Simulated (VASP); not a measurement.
# Tl (P6_3/mmc) in VASP: further runs, part 2 of 3

VASP 6.6.1.

### Step 4. Electric field gradients, PBE (29.31 Å³/atom)

This run uses another cell than the first one, of 29.31 Å³/atom.

INCAR

```
SYSTEM = Tl
PREC     = Accurate       ! precision mode
ENCUT    = 520            ! plane-wave cutoff, eV
EDIFF    = 1E-8           ! SCF threshold, eV
ISMEAR   = -1             ! smearing method
SIGMA    = 0.05           ! smearing width, eV
LREAL    = .False.        ! projectors in reciprocal space
LASPH    = .True.         ! aspherical terms in the spheres
NELM     = 60             ! most SCF steps
ALGO     = Normal         ! electronic algorithm
ISIF     = 2              ! what is computed and relaxed
LWAVE    = .False.        ! write WAVECAR
LCHARG   = .False.        ! write CHGCAR
GGA      = PE             ! functional
LEFG     = .True.       
NBANDS   = 20             ! bands
```

KPOINTS

```
Automatic mesh
0
Gamma
  11 11 6
  0 0 0
```

POSCAR

```
Tl
1.0
    3.4738667352      0.0000000000      0.0000000000
   -1.7369333676      3.0084568421      0.0000000000
    0.0000000000      0.0000000000      5.6086641510
Tl
2
Direct
    0.3333333333      0.6666666667      0.2500000000
    0.6666666667      0.3333333333      0.7500000000
```

Potentials or basis: VASP PAW PBE potentials, release 64 (Tl_d).

Started as:

```bash
cat potpaw_PBE.64/Tl_d/POTCAR > POTCAR
mpirun -np 1 vasp_std > vasp.out
```

OUTCAR:

```text
SYSTEM = Tl
   PREC = Accurate
   ENCUT = 520
   EDIFF = 1E-8
   ISMEAR = -1
   LREAL = .False.
   LASPH = .True.
   NELM = 60
   ISIF = 2
   GGA = PE

 ion  position               nearest neighbor table
   1  0.333  0.667  0.250-   2 3.45   2 3.45   2 3.45   2 3.45   2 3.45   2 3.45
   2  0.667  0.333  0.750-   1 3.45   1 3.45   1 3.45   1 3.45   1 3.45   1 3.45

  LATTYP: Found a hexagonal cell.
 ALAT       =     3.4738667352
 C/A-ratio  =     1.6145306019

  Lattice vectors:

 A1 = (   3.4738667352,   0.0000000000,   0.0000000000)
 A2 = (  -1.7369333676,   3.0084568421,   0.0000000000)
 A3 = (   0.0000000000,   0.0000000000,   5.6086641510)

Analysis of symmetry for initial positions (statically):
=====================================================================
 Subroutine PRICEL returns:
 Original cell was already a primitive cell.

 Routine SETGRP: Setting up the symmetry group for a
 hexagonal supercell.
[... 743 lines left out ...]
  volume of cell :       58.62
      direct lattice vectors                 reciprocal lattice vectors
     3.473866735  0.000000000  0.000000000     0.287863662  0.166198163  0.000000000
    -1.736933368  3.008456842  0.000000000     0.000000000  0.332396326  0.000000000
     0.000000000  0.000000000  5.608664151     0.000000000  0.000000000  0.178295575

 POSITION                                       TOTAL-FORCE (eV/Angst)
 -----------------------------------------------------------------------------------
     -0.00000      2.00564      1.40217         0.000000      0.000000      0.000000
      1.73693      1.00282      4.20650        -0.000000     -0.000000      0.000000
 -----------------------------------------------------------------------------------
    total drift:                               -0.000000      0.000000      0.000000

  FREE ENERGIE OF THE ION-ELECTRON SYSTEM (eV)
  ---------------------------------------------------
  free  energy   TOTEN  =        -4.4349664597 eV

  energy  without entropy=       -4.4262448301  energy(sigma->0) =       -4.43060564

 Electric field gradients (V/A^2)
---------------------------------------------------------------------
 ion       V_xx      V_yy      V_zz      V_xy      V_xz      V_yz
---------------------------------------------------------------------
   1       5.724     5.724   -11.448     0.000     0.000    -0.000
   2       5.724     5.724   -11.448     0.000    -0.000     0.000
---------------------------------------------------------------------

 Electric field gradients after diagonalization (V/A^2)
 (convention: |V_zz| > |V_xx| > |V_yy|)
----------------------------------------------------------------------
 ion       V_xx      V_yy      V_zz     asymmetry (V_yy - V_xx)/ V_zz
----------------------------------------------------------------------
   1       5.724     5.724   -11.448       0.000
   2       5.724     5.724   -11.448       0.000
----------------------------------------------------------------------

           NMR quadrupolar parameters

 Cq : quadrupolar parameter    Cq=e*Q*V_zz/h
 eta: asymmetry parameters     (V_yy - V_xx)/ V_zz
 Q  : nuclear electric quadrupole moment in mb (millibarn)
----------------------------------------------------------------------
 ion       Cq(MHz)       eta       Q (mb)
----------------------------------------------------------------------
   1      -0.028       0.000       1.000
   2      -0.028       0.000       1.000
----------------------------------------------------------------------
```

OSZICAR:

```text
N       E                     dE             d eps       ncg     rms          rms(c)
DAV:   1     0.133219311101E+03    0.13322E+03   -0.14098E+04  2560   0.122E+03
DAV:   2    -0.190860284467E+01   -0.13513E+03   -0.13256E+03  2764   0.278E+02
DAV:   3    -0.446933996656E+01   -0.25607E+01   -0.25523E+01  3000   0.335E+01
DAV:   4    -0.448520033026E+01   -0.15860E-01   -0.15859E-01  2712   0.286E+00
DAV:   5    -0.448543073359E+01   -0.23040E-03   -0.23040E-03  2892   0.338E-01    0.288E+00
DAV:   6    -0.444278496386E+01    0.42646E-01   -0.73002E-02  2704   0.208E+00    0.203E+00
DAV:   7    -0.443552156206E+01    0.72634E-02   -0.32688E-02  2808   0.139E+00    0.690E-01
DAV:   8    -0.443495381500E+01    0.56775E-03   -0.27416E-03  2696   0.387E-01    0.366E-02
DAV:   9    -0.443496086505E+01   -0.70500E-05   -0.19854E-05  2888   0.368E-02    0.150E-02
DAV:  10    -0.443496620754E+01   -0.53425E-05   -0.48798E-06  2784   0.174E-02    0.128E-03
DAV:  11    -0.443496642835E+01   -0.22080E-06   -0.31411E-07  2864   0.375E-03    0.726E-04
DAV:  12    -0.443496645371E+01   -0.25364E-07   -0.34975E-08  2616   0.151E-03    0.787E-05
DAV:  13    -0.443496645969E+01   -0.59777E-08   -0.34019E-10  1408   0.132E-04
   1 F= -.44349665E+01 E0= -.44306056E+01  d E =-.872163E-02
```

Wall time 38 s (1 thread of Intel Xeon Platinum 8488C (Sapphire Rapids), shared host); peak memory 0.2 GiB.

Results:

```yaml
Free_energy: -4.4350 eV
Pressure: 2.1 GPa
Band_gap_on_the_k_mesh: zero (bands 13 and 14 overlap by 5.36 eV)
Largest_electric_field_gradient_by_atom: Tl -11.4 V/Å²
```

Levels at points of the mesh, in eV from the Fermi level:
```tsv
k point	band 10	band 11	band 12	band 13	band 14	band 15	band 16	band 17
(0.00, 0.00, 0.00)	-11.09	-9.86	-5.20	-2.75	7.95	7.95	9.96	9.96
(0.00, 0.00, 0.50)	-11.19	-8.48	-8.48	3.15	3.15	8.89	8.89	8.89
```

Electric field gradients, principal values (V/Å²):
```csv
atom,least,middle,greatest (by size)
1 Tl,5.724,5.724,-11.448
2 Tl,5.724,5.724,-11.448
```

Caveat: without QUAD_EFG the Cq values of the log hold for a quadrupole moment of 1 mb, not for the nuclei; spin-orbit coupling is left out, which moves the levels of the heavy elements.

### Step 5. Electric field gradients, PBE (30.50 Å³/atom)

This run uses another cell than the first one, of 30.50 Å³/atom.

INCAR

```
SYSTEM = Tl
  ALGO = Normal
  EDIFF = 1E-8
  ENCUT = 520
  GGA = PE
  ISIF = 2
  ISMEAR = -1
  LASPH = .True.
  LCHARG = .False.
  LEFG = .True.
  LREAL = .False.
  LWAVE = .False.
  NBANDS = 20
  NELM = 100
  PREC = Accurate
  SIGMA = 0.05
```

KPOINTS

```
k-points
0
Gamma
  11 11 6
  0 0 0
```

POSCAR

```
Tl
1.0
    3.5205013837      0.0000000000      0.0000000000
   -1.7602506918      3.0488436323      0.0000000000
    0.0000000000      0.0000000000      5.6839572180
Tl
2
Direct
    0.3333333333      0.6666666667      0.2500000000
    0.6666666667      0.3333333333      0.7500000000
```

Potentials or basis: VASP PAW PBE potentials, release 64 (Tl_d).

Started as:

```bash
cat potpaw_PBE.64/Tl_d/POTCAR > POTCAR
mpirun -np 1 vasp_std > vasp.out
```

OUTCAR:

```text
SYSTEM = Tl
   EDIFF = 1E-8
   ENCUT = 520
   GGA = PE
   ISIF = 2
   ISMEAR = -1
   LASPH = .True.
   LREAL = .False.
   NELM = 100
   PREC = Accurate

 ion  position               nearest neighbor table
   1  0.333  0.667  0.250-   2 3.49   2 3.49   2 3.49   2 3.49   2 3.49   2 3.49
   2  0.667  0.333  0.750-   1 3.49   1 3.49   1 3.49   1 3.49   1 3.49   1 3.49

  LATTYP: Found a hexagonal cell.
 ALAT       =     3.5205013837
 C/A-ratio  =     1.6145306019

  Lattice vectors:

 A1 = (   3.5205013837,   0.0000000000,   0.0000000000)
 A2 = (  -1.7602506918,   3.0488436323,   0.0000000000)
 A3 = (   0.0000000000,   0.0000000000,   5.6839572180)

Analysis of symmetry for initial positions (statically):
=====================================================================
 Subroutine PRICEL returns:
 Original cell was already a primitive cell.

 Routine SETGRP: Setting up the symmetry group for a
 hexagonal supercell.
[... 743 lines left out ...]
  volume of cell :       61.01
      direct lattice vectors                 reciprocal lattice vectors
     3.520501384  0.000000000  0.000000000     0.284050449  0.163996603  0.000000000
    -1.760250692  3.048843632  0.000000000     0.000000000  0.327993207  0.000000000
     0.000000000  0.000000000  5.683957218     0.000000000  0.000000000  0.175933766

 POSITION                                       TOTAL-FORCE (eV/Angst)
 -----------------------------------------------------------------------------------
     -0.00000      2.03256      1.42099         0.000000      0.000000      0.000000
      1.76025      1.01628      4.26297        -0.000000      0.000000      0.000000
 -----------------------------------------------------------------------------------
    total drift:                               -0.000000      0.000000      0.000000

  FREE ENERGIE OF THE ION-ELECTRON SYSTEM (eV)
  ---------------------------------------------------
  free  energy   TOTEN  =        -4.4566642620 eV

  energy  without entropy=       -4.4475758347  energy(sigma->0) =       -4.45212005

 Electric field gradients (V/A^2)
---------------------------------------------------------------------
 ion       V_xx      V_yy      V_zz      V_xy      V_xz      V_yz
---------------------------------------------------------------------
   1       4.935     4.936    -9.872     0.001     0.000    -0.000
   2       4.935     4.936    -9.872     0.001    -0.000     0.000
---------------------------------------------------------------------

 Electric field gradients after diagonalization (V/A^2)
 (convention: |V_zz| > |V_xx| > |V_yy|)
----------------------------------------------------------------------
 ion       V_xx      V_yy      V_zz     asymmetry (V_yy - V_xx)/ V_zz
----------------------------------------------------------------------
   1       4.937     4.935    -9.872       0.000
   2       4.937     4.935    -9.872       0.000
----------------------------------------------------------------------

           NMR quadrupolar parameters

 Cq : quadrupolar parameter    Cq=e*Q*V_zz/h
 eta: asymmetry parameters     (V_yy - V_xx)/ V_zz
 Q  : nuclear electric quadrupole moment in mb (millibarn)
----------------------------------------------------------------------
 ion       Cq(MHz)       eta       Q (mb)
----------------------------------------------------------------------
   1      -0.024       0.000       1.000
   2      -0.024       0.000       1.000
----------------------------------------------------------------------
```

OSZICAR:

```text
N       E                     dE             d eps       ncg     rms          rms(c)
DAV:   1     0.130202342082E+03    0.13020E+03   -0.14027E+04  2576   0.121E+03
DAV:   2    -0.193889721446E+01   -0.13214E+03   -0.12953E+03  2796   0.275E+02
DAV:   3    -0.448581560153E+01   -0.25469E+01   -0.25351E+01  2968   0.333E+01
DAV:   4    -0.450169530301E+01   -0.15880E-01   -0.15878E-01  2760   0.285E+00
DAV:   5    -0.450193059187E+01   -0.23529E-03   -0.23529E-03  2832   0.341E-01    0.252E+00
DAV:   6    -0.446345759349E+01    0.38473E-01   -0.67462E-02  2756   0.196E+00    0.180E+00
DAV:   7    -0.445706353866E+01    0.63941E-02   -0.28402E-02  2784   0.127E+00    0.668E-01
DAV:   8    -0.445665093563E+01    0.41260E-03   -0.20281E-03  2736   0.332E-01    0.346E-02
DAV:   9    -0.445665858736E+01   -0.76517E-05   -0.16195E-05  2848   0.329E-02    0.152E-02
DAV:  10    -0.445666405480E+01   -0.54674E-05   -0.49268E-06  2804   0.172E-02    0.106E-03
DAV:  11    -0.445666422044E+01   -0.16564E-06   -0.22330E-07  2792   0.299E-03    0.611E-04
DAV:  12    -0.445666425665E+01   -0.36212E-07   -0.26175E-08  1992   0.129E-03    0.579E-05
DAV:  13    -0.445666426202E+01   -0.53728E-08   -0.58185E-10  1392   0.196E-04
   1 F= -.44566643E+01 E0= -.44521200E+01  d E =-.908843E-02
```

stdout:

```text
POSCAR found type information on POSCAR Tl
 POSCAR found :  1 types and       2 ions
 scaLAPACK will be used
 LDA part: xc-table for (Slater+PW92), standard interpolation
 POSCAR, INCAR and KPOINTS ok, starting setup
 FFT: planning ... GRIDC
 FFT: planning ... GRID_SOFT
 FFT: planning ... GRID
 WAVECAR not read
 entering main loop
ion   1

ion   2
```

Run time: 38 s. Hardware: 1 thread of Intel Xeon Platinum 8488C (Sapphire Rapids), shared host; peak memory 0.21 GiB.

Results:

```yaml
Free_energy: -4.4567 eV
Pressure: 0.7 GPa
Band_gap_on_the_k_mesh: zero (bands 13 and 14 overlap by 5.09 eV)
Largest_electric_field_gradient_by_atom: Tl -9.9 V/Å²
```

Stress tensor (GPa, compression positive):
```
0.91 0.00 0.00
0.00 0.91 0.00
0.00 0.00 0.35
```

Electric field gradients, principal values (V/Å²):
| atom | least | middle | greatest (by size) |
| --- | --- | --- | --- |
| 1 Tl | 4.935 | 4.937 | -9.872 |
| 2 Tl | 4.935 | 4.937 | -9.872 |

Caveat: without QUAD_EFG the Cq values of the log hold for a quadrupole moment of 1 mb, not for the nuclei; spin-orbit coupling is left out, which moves the levels of the heavy elements.

[end of part 2 of 3]
